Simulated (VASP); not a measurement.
AlN:

```
CELL_PARAMETERS angstrom
0.00000 2.18886 2.18886
2.18886 0.00000 2.18886
2.18886 2.18886 0.00000
ATOMIC_POSITIONS crystal
Al 0.00000 0.00000 0.00000
N 0.25000 0.25000 0.25000
```

Program: VASP 6.6.1. Alike in all runs: task single point; no spin polarisation; cell as given; k mesh 9 × 9 × 9; smearing fermi-dirac 0.05 eV.

Q: Order these runs on this cell by their pressure, lowest first.
A. level LDA; potentials or basis VASP PAW LDA potentials, release 64 (Al, N); cutoff (eV) 600
B. level PBE; potentials or basis VASP PAW PBE potentials, release 64 (Al, N); cutoff (eV) 600
C. level HSE06; potentials or basis VASP PAW PBE potentials, release 64 (Al, N); cutoff (eV) 520; grid for exact exchange (PRECFOCK) Normal; screening parameter 0.2079 1/Å

A: A (-4.4 GPa), C (-1.9 GPa), B (3.1 GPa).

Caveats: the PAW data sets were made with another functional, which shifts forces and pressure a little (some runs).
